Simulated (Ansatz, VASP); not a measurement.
**One calculation of BaS, two programs**

The input INCAR:

```
ALGO = Normal
EDIFF = 1E-6
ENCUT = 500
GGA = PE
GGA_COMPAT = F
ISIF = 2
ISMEAR = -1
LASPH = T
LCHARG = F
LREAL = F
LWAVE = F
NBANDS = 15
NELM = 120
PREC = Accurate
SIGMA = 0.1
```

Contents of KPOINTS:

```
k-points
0
Gamma
  3 3 3
```

The input POSCAR:

```
BaS
1.0
    0.0000000000      3.1937500000      3.1937500000
    3.1937500000      0.0000000000      3.1937500000
    3.1937500000      3.1937500000      0.0000000000
Ba S
1 1
Direct
    0.0127756681     -0.0164620128     -0.0169914925
    0.5159653588      0.4829436312      0.4778825783
```

Input for Ansatz:

```yaml
crystal:
  lattice:
    - [0.0, 3.19375, 3.19375]
    - [3.19375, 0.0, 3.19375]
    - [3.19375, 3.19375, 0.0]
  atoms:
    - { symbol: Ba, position: [0.012775668115391074, -0.01646201275385104, -0.016991492493427924] }
    - { symbol: S, position: [0.515965358799669, 0.48294363119892275, 0.477882578275614] }
basis:
  ecutwfc: 630.0
kpoints:
  mp_grid:
    grid: [3, 3, 3]
hamiltonian:
  xc: pbe
  pseudopotentials:
    kind: paw
scf:
  occupations:
    method: fermi_dirac
output:
  forces: true
```

Alike in both runs: task single point; functional PBE; k mesh 3 × 3 × 3; no spin polarisation.

|  | VASP | Ansatz |
| --- | --- | --- |
| version | VASP 6.6.1 | Ansatz 0.2.0 |
| potentials or method | VASP PAW PBE potentials, release 64 (Ba_sv, S), cutoff 500 eV | plane waves, PAW |
| occupations | fermi-dirac, width 0.1 eV | fermi-dirac |
| valence electrons in the cell | 16 | 16 |

|  | VASP | Ansatz | Ansatz less VASP |
| --- | --- | --- | --- |
| rms of the force components (eV/Å) | 0.020 | 0.019 | -0.0014 |

Atom by atom the forces differ by 0.001 eV/Å (rms over components).

The k mesh is coarse, so the values compare programs but aren't converged. Neither program's run includes spin-orbit coupling.
